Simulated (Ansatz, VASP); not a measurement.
## SiC in VASP and in Ansatz

INCAR

```
SYSTEM = SiC
ALGO = Normal
EDIFF = 1E-6
ENCUT = 600
GGA = PS
GGA_COMPAT = .False.
ISIF = 2
ISMEAR = 1
LASPH = .True.
LCHARG = .False.
LREAL = .False.
LWAVE = .False.
NBANDS = 11
NELM = 120
PREC = Accurate
SIGMA = 0.2
```

The input KPOINTS:

```
k-points
0
Gamma
  8 8 8
  0 0 0
```

The input POSCAR:

```
SiC
1.0
    0.0000000000      2.1780523476      2.1780523476
    2.1780523476      0.0000000000      2.1780523476
    2.1780523476      2.1780523476      0.0000000000
Si C
1 1
Direct
    0.0000000000      0.0000000000      0.0000000000
    0.2500000000      0.2500000000      0.2500000000
```

Input for Ansatz:

```yaml
crystal:
  lattice:
    - [0.0, 2.1780523476, 2.1780523476]
    - [2.1780523476, 0.0, 2.1780523476]
    - [2.1780523476, 2.1780523476, 0.0]
  atoms:
    - { symbol: Si, position: [0.0, 0.0, 0.0] }
    - { symbol: C, position: [0.25, 0.25, 0.25] }
kpoints:
  mp_grid: { grid: [8, 8, 8] }
hamiltonian:
  xc: pbesol
scf:
  occupations: { method: methfessel_paxton, width: 0.2 }
  n_extra_bands: 4
output:
  forces: true
  stress: true
  eigenvalues: true
```

Alike in both runs: task single point; functional PBEsol; k mesh 8 × 8 × 8; occupations methfessel-paxton of order 1, width 0.2 eV; no spin polarisation.

|  | VASP | Ansatz |
| --- | --- | --- |
| version | VASP 6.6.1 | Ansatz 0.2.0 |
| potentials or method | VASP PAW PBE potentials, release 64 (Si, C) | plane waves |
| plane-wave cutoff (eV) | 600 | 420 |
| valence electrons in the cell | 8 | 8 |

|  | VASP | Ansatz | Ansatz less VASP |
| --- | --- | --- | --- |
| pressure (GPa) | 0.3 | 0.1 | -0.23 |

VASP's potentials were made for PBE, not for PBEsol.
